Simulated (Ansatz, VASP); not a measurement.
## Two plane-wave programs on Pb

Contents of INCAR:

```
SYSTEM = Pb
PREC = Accurate
ENCUT = 520
EDIFF = 1E-7
ISMEAR = -1
SIGMA = 0.05
LREAL = .False.
LASPH = .True.
NELM = 150
ALGO = Fast
ISIF = 2
LWAVE = .False.
LCHARG = .False.
LNONCOLLINEAR = .True.
MAGMOM = 0 0 0
LORBIT = 11
LSORBIT = .True.
GGA_COMPAT = .False.
LORBMOM = .True.
GGA = PS
NBANDS = 25
```

KPOINTS

```
Automatic mesh
0
Gamma
  9 9 9
  0 0 0
```

POSCAR

```
Pb
1.0
    0.0000000000      2.4750200000      2.4750200000
    2.4750200000      0.0000000000      2.4750200000
    2.4750200000      2.4750200000      0.0000000000
Pb
1
Direct
    0.0000000000      0.0000000000      0.0000000000
```

input.yaml

```yaml
crystal:
  lattice:
    - [0.0, 2.47502, 2.47502]
    - [2.47502, 0.0, 2.47502]
    - [2.47502, 2.47502, 0.0]
  atoms:
    - { symbol: Pb, position: [0.0, 0.0, 0.0] }
hamiltonian:
  xc: pbesol
  pseudopotentials: { kind: paw_fr }
magnetization:
  noncollinear: true
  spin_orbit: true
kpoints:
  mp_grid: { grid: [9, 9, 9] }
  band_path:
    path:
      - [[0.0, 0.0, 0.0], [0.5, 0.0, 0.5], [0.5, 0.25, 0.75], [0.375, 0.375, 0.75], [0.0, 0.0, 0.0], [0.5, 0.5, 0.5], [0.625, 0.25, 0.625], [0.5, 0.25, 0.75], [0.5, 0.5, 0.5], [0.375, 0.375, 0.75]]
      - [[0.625, 0.25, 0.625], [0.5, 0.0, 0.5]]
    npoints: 14
scf:
  occupations: { method: fermi_dirac, width: 0.05 }
  n_extra_bands: 6
output:
  forces: true
  stress: true
  eigenvalues: true
  fatbands: false
```

Alike in both runs: functional PBEsol; k mesh 9 × 9 × 9; occupations fermi-dirac, width 0.05 eV; non-collinear spin, spin-orbit coupling.

```csv
,VASP,Ansatz
version,VASP 6.6.1,Ansatz 0.2.0
potentials or method,"VASP PAW PBE potentials, release 64 (Pb_d)",Ansatz PAW
plane-wave cutoff (eV),520,420
valence electrons in the cell,14,14
task,single point,band structure
```

|  | VASP | Ansatz | Ansatz less VASP |
| --- | --- | --- | --- |
| pressure (GPa) | -0.6 | -0.6 | -0.03 |
| net moment per atom (μB) | 0.00 | 0.00 | 0.000 |

VASP's potentials were made for PBE, not for PBEsol.
